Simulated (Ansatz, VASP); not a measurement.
# WC in VASP and in Ansatz

File INCAR:

```
ALGO = Normal
EDIFF = 1E-7
ENCUT = 520
GGA = PE
ISIF = 2
ISMEAR = -1
LASPH = True
LCHARG = False
LREAL = False
LWAVE = False
NBANDS = 16
NELM = 60
PREC = Accurate
SIGMA = 0.05
```

KPOINTS

```
k-points
0
Gamma
  13 13 12
```

Contents of POSCAR:

```
WC
1.0
    2.8810343969      0.0000000000      0.0000000000
   -1.4405171984      2.4950489769      0.0000000000
    0.0000000000      0.0000000000      2.8100128507
W C
1 1
Direct
    0.0000000000      0.0000000000      0.0000000000
    0.6666666667      0.3333333333      0.5000000000
```

Input for Ansatz:

```yaml
crystal:
  lattice:
    - [2.8810343969, 0.0, 0.0]
    - [-1.4405171984, 2.4950489769, 0.0]
    - [0.0, 0.0, 2.8100128507]
  atoms:
    - { symbol: W, position: [0.0, 0.0, 0.0] }
    - { symbol: C, position: [0.6666666667, 0.3333333333, 0.5] }
kpoints:
  mp_grid: { grid: [13, 13, 12] }
  band_path:
    path:
      - [0.0, 0.0, 0.0]
      - [0.5, 0.0, 0.0]
      - [0.3333333333, 0.3333333333, 0.0]
      - [0.0, 0.0, 0.0]
      - [0.0, 0.0, 0.5]
      - [0.5, 0.0, 0.5]
      - [0.3333333333, 0.3333333333, 0.5]
      - [0.0, 0.0, 0.5]
      - [0.5, 0.0, 0.5]
    npoints: 5
scf:
  occupations: { method: fermi_dirac, width: 0.05 }
hamiltonian:
  xc: pbe
  pseudopotentials: { kind: all_electron, lapw: { basis_error: 0.001 } }
output:
  forces: true
  stress: true
  eigenvalues: true
```

Change from the starting cell: volume scaled by 0.98.

Alike in both runs: task single point; functional PBE; k mesh 13 × 13 × 12; occupations fermi-dirac, width 0.05 eV; no spin polarisation.

|  | VASP | Ansatz |
| --- | --- | --- |
| version | VASP 6.6.1 | Ansatz 0.2.0 |
| potentials or method | VASP PAW PBE potentials, release 64 (W_sv, C), cutoff 520 eV | all-electron LAPW, scalar-relativistic |

```tsv
	VASP	Ansatz	Ansatz less VASP
pressure (GPa)	18.5	17.3	-1.24
traceless stress, the component that is largest in VASP (GPa)	1.17	0.93	-0.234
```

Ansatz ran all-electron here, and VASP with PAW potentials.

Spin-orbit coupling is off throughout.
